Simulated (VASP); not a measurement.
# BN (F-43m) in VASP: a series of runs, part 2 of 2

VASP 6.6.1. The steps go on from the part before.

### Step 4. Single point, PBE (5.71 Å³/atom)

This run uses another cell than the first one, of 5.71 Å³/atom.

INCAR reads:

```
SYSTEM = BN
PREC = Accurate ; ENCUT = 600
EDIFF = 1E-6 ; ISMEAR = 0
SIGMA = 0.05 ; LREAL = .False.
LASPH = .True. ; NELM = 120
ALGO = Normal ; ISIF = 2
LWAVE = .False. ; LCHARG = .True.
GGA = PE ; LELF = .True.
LVHAR = .True. ; NBANDS = 11
GGA_COMPAT = .False.
```

KPOINTS reads:

```
regular mesh
0
Gamma
  12 12 12
  0 0 0
```

POSCAR reads:

```
BN
1.0
    0.0000000000      1.7875686641      1.7875686641
    1.7875686641      0.0000000000      1.7875686641
    1.7875686641      1.7875686641      0.0000000000
B N
1 1
Direct
    0.0000000000      0.0000000000      0.0000000000
    0.7500000000      0.7500000000      0.7500000000
```

Potentials or basis: VASP PAW PBE potentials, release 64 (B, N).

Launch:

```bash
$ cat potpaw_PBE.64/B/POTCAR potpaw_PBE.64/N/POTCAR > POTCAR
$ mpirun -np 1 vasp_std > vasp.out
```

OUTCAR:

```text
SYSTEM = BN
   PREC = Accurate
   ENCUT = 600
   EDIFF = 1E-6
   ISMEAR = 0
   LREAL = .False.
   LASPH = .True.
   NELM = 120
   ISIF = 2
   GGA = PE

 ion  position               nearest neighbor table
   1  0.000  0.000  0.000-   2 1.55   2 1.55   2 1.55   2 1.55
   2  0.750  0.750  0.750-   1 1.55   1 1.55   1 1.55   1 1.55

  LATTYP: Found a face centered cubic cell.
 ALAT       =     3.5751373282

  Lattice vectors:

 A1 = (   0.0000000000,   1.7875686641,   1.7875686641)
 A2 = (   1.7875686641,   0.0000000000,   1.7875686641)
 A3 = (   1.7875686641,   1.7875686641,   0.0000000000)

Analysis of symmetry for initial positions (statically):
=====================================================================
 Subroutine PRICEL returns:
 Original cell was already a primitive cell.

 Routine SETGRP: Setting up the symmetry group for a
 face centered cubic supercell.

 Subroutine GETGRP returns: Found 24 space group operations
 (whereof 24 operations were pure point group operations)
 out of a pool of 48 trial point group operations.

The static configuration has the point symmetry T_d .

Analysis of symmetry for dynamics (positions and initial velocities):
=====================================================================
 Subroutine PRICEL returns:
 Original cell was already a primitive cell.

 Routine SETGRP: Setting up the symmetry group for a
 face centered cubic supercell.

 Subroutine GETGRP returns: Found 24 space group operations
 (whereof 24 operations were pure point group operations)
 out of a pool of 48 trial point group operations.

The dynamic configuration has the point symmetry T_d .

 Subroutine INISYM returns: Found 24 space group operations
 (whereof 24 operations are pure point group operations),
 and found     1 'primitive' translations

----------------------------------------------------------------------------------------

                                     Primitive cell

  volume of cell :      11.4240

[... 115 lines left out ...]
   AEXX    =    0.0000 exact exchange contribution
   IVDW    =     0    specifies the selected vdW correction
   LEPSILON=     F    determine dielectric tensor
   LRPA    =     F    only Hartree local field effects (RPA)
 non-spin polarized calculation
 Gauss-broadening in eV      SIGMA  =   0.05
  energy-cutoff  :      600.00
  volume of cell :       11.42
 maximum number of plane-waves:       392
   NGX =  9   NGY =  9   NGZ =  9

 number of electron       7.9999998 magnetization

 Free energy of the ion-electron system (eV)
  ---------------------------------------------------
  ext. energy  EPLUGINS =         0.00000000
  ---------------------------------------------------
  free energy    TOTEN  =       -17.42896955 eV

  energy without entropy =      -17.42896955  energy(sigma->0) =      -17.42896955

 E-fermi :   8.1090     XC(G=0): -12.9872

 val. band max:        7.8184007992   @ k =   0.0000   0.0000   0.0000
 cond. band min:      12.3117045368   @ k =   0.5000   0.5000   0.0000
 fundamental gap:      4.4933037377
 Fermi energy:         8.1090117028

 k-point     1 :       0.0000    0.0000    0.0000
  band No.  band energies     occupation
      1     -12.7960      2.00000
      2       7.8184      2.00000
      3       7.8184      2.00000
      4       7.8184      2.00000
      5      16.7967      0.00000
      6      16.7967      0.00000
      7      16.7967      0.00000
      8      18.7147      0.00000
      9      33.2016      0.00000
     10      35.9951      0.00000
     11      35.9951      0.00000
[... 309 lines left out ...]
 k-point    24 :      -0.4167    0.1667    0.0000
  band No.  band energies     occupation
      1      -8.0450      2.00000
      2      -2.4693      2.00000
      3       3.5821      2.00000
      4       5.1633      2.00000
      5      17.2980      0.00000
      6      20.3124      0.00000
      7      20.4456      0.00000
      8      23.9458      0.00000
      9      29.2900      0.00000
     10      33.5847      0.00000
     11      35.1756      0.00000

 [... further k-points ...]

------------------------ aborting loop because EDIFF is reached ----------------------------------------

  FORCE on cell =-STRESS in cart. coord.  units (eV):
  Direction    XX          YY          ZZ          XY          YZ          ZX
  --------------------------------------------------------------------------------------
  -------------------------------------------------------------------------------------
  Total        1.1862527      1.1862527      1.1862527     -0.0000000      0.0000000     -0.0000000
  in kB      166.3679302    166.3679302    166.3679302     -0.0000000      0.0000000     -0.0000000
  external PRESSURE =     166.3679302 kB  Pullay stress =       0.0000000 kB

 VOLUME and BASIS-vectors are now :
 -----------------------------------------------------------------------------
  energy-cutoff  :      600.00
  volume of cell :       11.42
      direct lattice vectors                 reciprocal lattice vectors
     0.000000000  1.787568664  1.787568664    -0.279709535  0.279709535  0.279709535
     1.787568664  0.000000000  1.787568664     0.279709535 -0.279709535  0.279709535
     1.787568664  1.787568664  0.000000000     0.279709535  0.279709535 -0.279709535

 POSITION                                       TOTAL-FORCE (eV/Angst)
 -----------------------------------------------------------------------------------
      0.00000      0.00000      0.00000        -0.000000     -0.000000     -0.000000
      2.68135      2.68135      2.68135         0.000000      0.000000      0.000000
 -----------------------------------------------------------------------------------
    total drift:                               -0.000000     -0.000000     -0.000000

  FREE ENERGIE OF THE ION-ELECTRON SYSTEM (eV)
  ---------------------------------------------------
  free  energy   TOTEN  =       -17.4289695459 eV

  energy  without entropy=      -17.4289695459  energy(sigma->0) =      -17.42896955
```

Wall time 4.3 s (1 thread of Intel Xeon 6975P-C (Granite Rapids), shared host); peak memory 0.12 GiB.

What came out:

```
Free energy            : -17.4290 eV
Pressure               : 16.6 GPa
Band gap on the k mesh : 4.49 eV (least direct gap 8.98 eV)
```

Levels at points of the mesh, in eV from the valence-band top:
| k point | band 2 | band 3 | band 4 | band 5 | band 6 | band 7 |
| --- | --- | --- | --- | --- | --- | --- |
| (0.00, 0.00, 0.00) | 0.00 | 0.00 | 0.00 | 8.98 | 8.98 | 8.98 |
| (0.50, 0.00, 0.00) | -11.00 | -2.00 | -2.00 | 10.58 | 10.89 | 10.89 |
| (0.50, 0.50, 0.00) | -9.14 | -5.07 | -5.07 | 4.49 | 9.42 | 18.43 |

Caveat: the cell stands under pressure. A k mesh can miss the band edges.

### Step 5. Single point, PBE (6.19 Å³/atom)

This run uses another cell than the first one, of 6.19 Å³/atom.

INCAR reads:

```
SYSTEM = BN
ALGO = Normal
EDIFF = 1E-6
ENCUT = 600
GGA = PE
GGA_COMPAT = .FALSE.
ISIF = 2
ISMEAR = 0
LASPH = .TRUE.
LCHARG = .FALSE.
LREAL = .FALSE.
LWAVE = .FALSE.
NBANDS = 11
NELM = 120
PREC = Accurate
SIGMA = 0.05
```

KPOINTS reads:

```
k-points
0
G
  12 12 12
  0 0 0
```

POSCAR reads:

```
BN
1.0
    0.0000000000      1.8359045648      1.8359045648
    1.8359045648      0.0000000000      1.8359045648
    1.8359045648      1.8359045648      0.0000000000
B N
1 1
Direct
    0.0000000000      0.0000000000      0.0000000000
    0.7500000000      0.7500000000      0.7500000000
```

Launch:

```bash
$ cat potpaw_PBE.64/B/POTCAR potpaw_PBE.64/N/POTCAR > POTCAR
$ mpirun -np 1 vasp_std > vasp.out
```

Wall time 4.4 s (1 thread of Intel Xeon 6975P-C (Granite Rapids), shared host); peak memory 0.13 GiB.

The run converged. Its results:

* Free energy: -17.4354 eV
* Pressure: -13.5 GPa
* Band gap on the k mesh: 4.41 eV (least direct gap 8.60 eV)

Levels at points of the mesh, in eV from the valence-band top:
```csv
k point,band 2,band 3,band 4,band 5,band 6,band 7
"(0.00, 0.00, 0.00)",0.00,0.00,0.00,8.60,8.60,8.60
"(0.50, 0.00, 0.00)",-10.27,-1.85,-1.85,9.54,10.45,10.45
"(0.50, 0.50, 0.00)",-8.62,-4.68,-4.68,4.41,8.97,17.21
```

Caveat: the cell stands under tension.

### Step 6. Single point, PBE (6.43 Å³/atom)

This run uses another cell than the first one, of 6.43 Å³/atom.

INCAR reads:

```
SYSTEM = BN
PREC     = Accurate       ! precision mode
ENCUT    = 600            ! plane-wave cutoff, eV
EDIFF    = 1E-6           ! SCF threshold, eV
ISMEAR   = 0              ! smearing method
SIGMA    = 0.05           ! smearing width, eV
LREAL    = .FALSE.        ! projectors in reciprocal space
LASPH    = .TRUE.         ! aspherical terms in the spheres
NELM     = 120            ! most SCF steps
ALGO     = Normal         ! electronic algorithm
ISIF     = 2              ! what is computed and relaxed
LWAVE    = .FALSE.        ! write WAVECAR
LCHARG   = .FALSE.        ! write CHGCAR
GGA      = PE             ! functional
NBANDS   = 11             ! bands
GGA_COMPAT= .FALSE.
```

KPOINTS reads:

```
Automatic mesh
0
G
  12 12 12
  0 0 0
```

POSCAR reads:

```
BN
1.0
    0.0000000000      1.8591463304      1.8591463304
    1.8591463304      0.0000000000      1.8591463304
    1.8591463304      1.8591463304      0.0000000000
B N
1 1
Direct
    0.0000000000      0.0000000000      0.0000000000
    0.7500000000      0.7500000000      0.7500000000
```

Potentials or basis: VASP PAW PBE potentials, release 64 (B, N).

Launch:

```bash
$ cat potpaw_PBE.64/B/POTCAR potpaw_PBE.64/N/POTCAR > POTCAR
$ mpirun -np 1 vasp_std > vasp.out
```

Wall time 4.3 s (1 thread of Intel Xeon 6975P-C (Granite Rapids), shared host); peak memory 0.13 GiB.

It converged, with:

- Free energy: -17.3791 eV
- Pressure: -24.9 GPa
- Band gap on the k mesh: 4.36 eV (least direct gap 8.42 eV)

Levels at points of the mesh, in eV from the valence-band top:
```tsv
k point	band 1	band 2	band 3	band 4	band 5	band 6	band 7	band 8
(0.00, 0.00, 0.00)	-19.30	0.00	0.00	0.00	8.42	8.42	8.42	9.01
(0.50, 0.00, 0.00)	-15.48	-9.94	-1.79	-1.79	9.07	10.24	10.24	14.39
(0.50, 0.50, 0.00)	-14.22	-8.39	-4.50	-4.50	4.36	8.75	16.65	16.65
```

Caveat: the cell stands under tension. A k mesh can miss the band edges.

### Step 7. Overview

```csv
cell,gap on the mesh (eV),pressure (GPa)
"a = 2.456 Å, angles 60.0°, 2 atoms",4.58,60.6
"a = 2.492 Å, angles 60.0°, 2 atoms",4.54,36.5
"a = 2.528 Å, angles 60.0°, 2 atoms",4.49,16.6
"a = 2.596 Å, angles 60.0°, 2 atoms",4.41,-13.5
"a = 2.629 Å, angles 60.0°, 2 atoms",4.36,-24.9
```

Alike in all rows: task single point; level PBE; potentials or basis VASP PAW PBE potentials, release 64 (B, N); no spin polarisation; k mesh 12 × 12 × 12; cutoff (eV) 600; smearing gaussian 0.05 eV.

Caveats: the cell stands under pressure (at least some runs); the cell stands under tension (at least some runs).

Absolute energies hang on the potentials; compare differences alone.
